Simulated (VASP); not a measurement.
A run of VASP 6.6.1:

Contents of INCAR:

```
PREC     = Accurate       # precision mode
ENCUT    = 520            # plane-wave cutoff, eV
EDIFF    = 1E-7           # SCF threshold, eV
ISMEAR   = 0              # smearing method
SIGMA    = 0.1            # smearing width, eV
LREAL    = F              # projectors in reciprocal space
LASPH    = T              # aspherical terms in the spheres
NELM     = 60             # most SCF steps
ALGO     = Normal         # electronic algorithm
ISIF     = 2              # what is computed and relaxed
LWAVE    = F              # write WAVECAR
LCHARG   = F              # write CHGCAR
GGA      = PE             # functional
NBANDS   = 17             # bands
```

The input KPOINTS:

```
regular mesh
0
Gamma
  6 6 6
```

Contents of POSCAR:

```
SnSe
1.0
   -2.2779376100      2.2779376100      2.5877943100
    2.2779376100     -2.2779376100      2.5877943100
    2.2779376100      2.2779376100     -2.5877943100
Sn Se
1 1
Direct
    0.0000000000      0.0000000000      0.0000000000
    0.5000000000      0.5000000000      0.0000000000
```

Potentials or basis: VASP PAW PBE potentials, release 64 (Sn_d, Se).

Command:

```sh
$ cat potpaw_PBE.64/Sn_d/POTCAR potpaw_PBE.64/Se/POTCAR > POTCAR
$ mpirun -np 1 vasp_std > vasp.out
```

Hardware: 1 thread of Intel(R) Xeon(R) 6975P-C (Granite Rapids), with other jobs on the host.

**Question.** Estimate the wall time of this run.

**Answer.** It took 9.1 s on 1 thread of Intel(R) Xeon(R) 6975P-C (Granite Rapids), on a shared host, peak memory 0.18 GiB. Counts: scf iterations 13, k points 30.
